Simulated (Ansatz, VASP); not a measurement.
# One calculation of Au, two programs

```
CELL_PARAMETERS angstrom
2.84404 0.00000 0.00000
-1.42202 2.46301 0.00000
0.00000 0.00000 4.76778
ATOMIC_POSITIONS crystal
Au 0.33333 0.66667 0.75000
Au 0.66667 0.33333 0.25000
```

Change from the starting cell: mode 4 frozen in at +0.000 Å, equal normal strain along x, y and z -0.0250.

Alike in both runs: task single point; functional PBE; k mesh 18 × 18 × 10; occupations gaussian, width 0.15 eV; no spin polarisation.

|  | VASP | Ansatz |
| --- | --- | --- |
| version | VASP 6.6.1 | Ansatz 0.2.0 |
| potentials or method | VASP PAW PBE potentials, release 64 (Au), cutoff 500 eV | scalar-relativistic, plane waves, PAW |
| valence electrons in the cell | 22 | 38 |

```tsv
	VASP	Ansatz	Ansatz less VASP
gap on the k mesh at the Fermi level (eV)	none	none	-
pressure (GPa)	12.6	12.9	+0.30
traceless stress, the component that is largest in VASP (GPa)	-0.45	-0.43	+0.015
```

A gap of «none» marks a metal or a gap that the smearing closes. VASP's potentials hold 22 valence electrons a cell and Ansatz's 38, so a difference there can come from the potentials and not from the codes.

Neither program's run includes spin-orbit coupling.
